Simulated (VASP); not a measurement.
Crystal: Na2Sb.

```xyz
3
Lattice="0.0000 3.4107 3.4107 3.4107 0.0000 3.4107 3.4107 3.4107 0.0000" Properties=species:S:1:pos:R:3 pbc="T T T"
Na    1.7053    1.7053    1.7053
Na    5.1160    5.1160    5.1160
Sb    3.4107    3.4107    3.4107
```

* Program: VASP 6.6.1
* Task: relaxation of cell and atoms
* Functional: PBE
* Potentials or basis: VASP PAW PBE potentials, release 64 (Na_pv, Sb)
* Cutoff: 600 eV
* k mesh: 4 × 4 × 4
* Occupations: gaussian, width 0.1 eV
* Spin: no spin polarisation

At the start: pressure 7.2 GPa; volume 26.45 Å³/atom.

Task: How do energy, volume and symmetry change on relaxing?

Result: Over 4 steps the energy falls by 134.6 meV/atom and the volume is 33.97 Å³/atom (+28.4 %); space group Fm-3m (No. 225, to 0.05 Å).

The path:
```csv
step,energy change (eV),largest force (eV/Å),pressure (GPa),volume (Å³)
1,0.0000,0.0000,7.19,79.35
2,-0.3657,0.0000,1.59,93.78
3,-0.4020,0.0000,-0.28,103.52
4,-0.4037,0.0000,-0.04,101.90
```

Final structure:
```
Na Sb
1.0
     0.00000    3.70720    3.70720
     3.70720    0.00000    3.70720
     3.70720    3.70720    0.00000
Na Sb
2 1
Direct
  0.25000 0.25000 0.25000
  0.75000 0.75000 0.75000
  0.50000 0.50000 0.50000
```

Caveat: the k points lie up to 0.37 Å⁻¹ apart in the final cell; the volume moved by over 15 % at a fixed basis, so the end points are rough.
